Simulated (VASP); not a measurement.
Crystal: Ir.

```
CELL_PARAMETERS angstrom
0.00000 1.91560 1.91560
1.91560 0.00000 1.91560
1.91560 1.91560 0.00000
ATOMIC_POSITIONS crystal
Ir 0.00000 0.00000 0.00000
```

- Program: VASP 6.6.1
- Task: relaxation of cell and atoms
- Functional: BLYP
- Dispersion: D3(BJ)
- Potentials or basis: VASP PAW PBE potentials, release 64 (Ir)
- Cutoff: 600 eV
- k mesh: 12 × 12 × 12
- Occupations: fermi-dirac, width 0.05 eV
- Spin: no spin polarisation

At the start: pressure 11.5 GPa; volume 14.06 Å³/atom.

Task: Where does the relaxation end?

Result: Over 4 steps the energy falls by 14.9 meV/atom and the volume is 14.49 Å³/atom (+3.1 %); space group Fm-3m (No. 225, to 0.05 Å).

The path:
```csv
step,energy change (eV),largest force (eV/Å),pressure (GPa),volume (Å³)
1,0.0000,0.0000,11.46,14.06
2,0.1615,0.0000,-29.28,16.21
3,-0.0149,0.0000,-0.52,14.51
4,-0.0149,0.0000,-0.06,14.49
```

Final structure:
```yaml
crystal:
  lattice:
    - [0.00000, 1.93507, 1.93507]
    - [1.93507, 0.00000, 1.93507]
    - [1.93507, 1.93507, 0.00000]
  atoms:
    - { symbol: Ir, position: [0.00000, 0.00000, 0.00000] }
```

Caveat: the PAW data sets were made with another functional, which shifts forces and pressure a little; pairwise dispersion overbinds metals, which lowers pressure and volume.
